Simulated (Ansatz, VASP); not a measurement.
# SiO2 in VASP and in Ansatz

```
Si O
1.0
     4.15486    0.00000    0.00000
     0.00000    4.15486    0.00000
     0.00000    0.00000    2.66144
Si O
2 4
Direct
  0.00000 0.00000 0.00000
  0.50000 0.50000 0.50000
  0.30558 0.30558 0.00000
  0.69442 0.69442 0.00000
  0.80558 0.19442 0.50000
  0.19442 0.80558 0.50000
```

Alike in both runs: functional LDA; k mesh 8 × 8 × 11; occupations fermi-dirac, width 0.08 eV; no spin polarisation.

Ansatz relaxed the structure, and its values are those at the end. VASP's run is a single point on that final structure, the one shown.

|  | VASP | Ansatz |
| --- | --- | --- |
| version | VASP 6.6.1 | Ansatz 0.2.0 |
| potentials or method | VASP PAW LDA potentials, release 64 (Si, O) | PAW with Ansatz's default frozen-core files, scalar-relativistic |
| plane-wave cutoff (eV) | 600 | 420 |
| valence electrons in the cell | 32 | 32 |

VASP gave:

- pressure (GPa): 0.6
- rms of the force components (eV/Å): 0.017

Question: What did Ansatz give for the same quantities?

Answer: Pressure (GPa): 0.0; rms of the force components (eV/Å): 0.000.

LDA's correlation is that of Perdew and Zunger in VASP and of Perdew and Wang (1992) in Ansatz.
